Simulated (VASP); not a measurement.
Set up this calculation in VASP 6.6.1, as the native input.

```
Task                   : relaxation of cell and atoms
Functional             : PBEsol
Potentials or basis    : VASP PAW PBE potentials, release 64 (Zn, Se)
Cutoff                 : 500 eV
k mesh                 : 8 × 8 × 8
Occupations            : gaussian, width 0.02 eV
Spin                   : no spin polarisation
Dipole correction      : no
Further INCAR settings : ALGO = Normal; EDIFF = 1e-07; IBRION = 2; EDIFFG = -0.002; NSW = 100; ISIF = 3
```

The structure of ZnSe lies in POSCAR:

```
ZnSe
1.0
    0.0000000000      2.8340000000      2.8340000000
    2.8340000000      0.0000000000      2.8340000000
    2.8340000000      2.8340000000      0.0000000000
Zn Se
1 1
Direct
    0.0000000000      0.0000000000      0.0000000000
    0.2500000000      0.2500000000      0.2500000000
```

These files were run (other wordings do the same):

INCAR

```
PREC = Accurate
ENCUT = 500
EDIFF = 1E-7
ISMEAR = 0
SIGMA = 0.02
LREAL = False
LASPH = True
NELM = 120
ALGO = Normal
ISIF = 3
LWAVE = False
LCHARG = False
GGA = PS
IBRION = 2
NSW = 100
EDIFFG = -0.002
GGA_COMPAT = False
NELMIN = 4
```

KPOINTS

```
Automatic mesh
0
Gamma
  8 8 8
```

Potentials or basis: VASP PAW PBE potentials, release 64 (Zn, Se).

Launch:

```bash
$ cat potpaw_PBE.64/Zn/POTCAR potpaw_PBE.64/Se/POTCAR > POTCAR
$ mpirun -np 1 vasp_std > vasp.out
```

Results of the run:

The relaxed volume is 22.44 Å³/atom. The relaxed cell is a = 3.989 Å, b = 3.989 Å, c = 3.989 Å, α = 60.00°, β = 60.00°, γ = 60.00°. The space group after relaxing (to 0.1 Å) is F-43m (No. 216), the energy gained by relaxing is 0.9 meV/atom and the ionic steps are 3. The pressure after relaxing is 0.0 GPa. The band gap on the k mesh is 1.23 eV.

Caveat: the PAW data sets were made with another functional, which shifts forces and pressure a little.

It took 43 s on 1 thread of Intel(R) Xeon(R) Platinum 8488C (Sapphire Rapids), on a shared host, peak memory 0.17 GiB.
